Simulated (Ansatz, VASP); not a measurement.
## Si: VASP beside Ansatz

File INCAR:

```
PREC = Accurate ; ENCUT = 520
EDIFF = 1E-7 ; ISMEAR = 0
SIGMA = 0.15 ; LREAL = F
LASPH = T ; NELM = 60
ALGO = Normal ; ISIF = 2
LWAVE = F ; LCHARG = T
LELF = T ; LVHAR = T
NBANDS = 26
```

KPOINTS

```
regular mesh
0
Gamma
  10 10 8
```

The input POSCAR:

```
Si
1.0
    4.5521371120     -2.4347064072      0.0000000000
    4.5521371120      2.4347064072      0.0000000000
    0.0000000000      0.0000000000      5.0612659445
Si
8
Direct
    0.5000000000      0.5000000000      0.7705063097
    0.5000000000      0.5000000000      0.2294936903
    1.0000000000      0.0000000000      0.2705063097
    0.0000000000      1.0000000000      0.7294936903
    0.7262158285      0.7262158285      0.5000000000
    0.2262158285      0.2262158285      0.0000000000
    0.2737841715      0.2737841715      0.5000000000
    0.7737841715      0.7737841715      0.0000000000
```

Input for Ansatz:

```yaml
crystal:
  lattice:
    - [4.552137112, -2.4347064072, 0.0]
    - [4.552137112, 2.4347064072, 0.0]
    - [0.0, 0.0, 5.0612659445]
  atoms:
    - { symbol: Si, position: [0.5, 0.5, 0.7705063097] }
    - { symbol: Si, position: [0.5, 0.5, 0.2294936903] }
    - { symbol: Si, position: [1.0, 0.0, 0.2705063097] }
    - { symbol: Si, position: [0.0, 1.0, 0.7294936903] }
    - { symbol: Si, position: [0.7262158285, 0.7262158285, 0.5] }
    - { symbol: Si, position: [0.2262158285, 0.2262158285, 0.0] }
    - { symbol: Si, position: [0.2737841715, 0.2737841715, 0.5] }
    - { symbol: Si, position: [0.7737841715, 0.7737841715, 0.0] }
basis:
  ecutwfc: 420
kpoints:
  mp_grid: { grid: [10, 10, 8] }
hamiltonian:
  xc: lda
scf:
  occupations: { method: gaussian, width: 0.15 }
output:
  forces: true
  stress: true
  eigenvalues: true
```

Change from the starting cell: strain -0.0500 x Voigt [0, 0, 1, 0, 0, 0], atoms carried along.

Alike in both runs: task single point; functional LDA; k mesh 10 × 10 × 8; occupations gaussian, width 0.15 eV; no spin polarisation.

```csv
,VASP,Ansatz
version,VASP 6.6.1,Ansatz 0.2.0
potentials or method,"VASP PAW LDA potentials, release 64 (Si), cutoff 520 eV","scalar-relativistic, plane waves, PAW"
valence electrons in the cell,32,32
```

VASP gave:

| Property | Result |
| --- | --- |
| gap on the k mesh at the Fermi level (eV) | none |
| pressure (GPa) | 6.9 |
| traceless stress, the component that is largest in VASP (GPa) | 6.29 |
| rms of the force components (eV/Å) | 0.157 |

**Question.** Which values does Ansatz return?

**Answer.** gap on the k mesh at the Fermi level (eV): none; pressure (GPa): 6.8; traceless stress, the component that is largest in VASP (GPa): 6.29; rms of the force components (eV/Å): 0.156.

LDA's correlation is that of Perdew and Zunger in VASP and of Perdew and Wang (1992) in Ansatz. Atom by atom the forces differ by 0.000 eV/Å (rms over components). A gap of «none» marks a metal or a gap that the smearing closes.
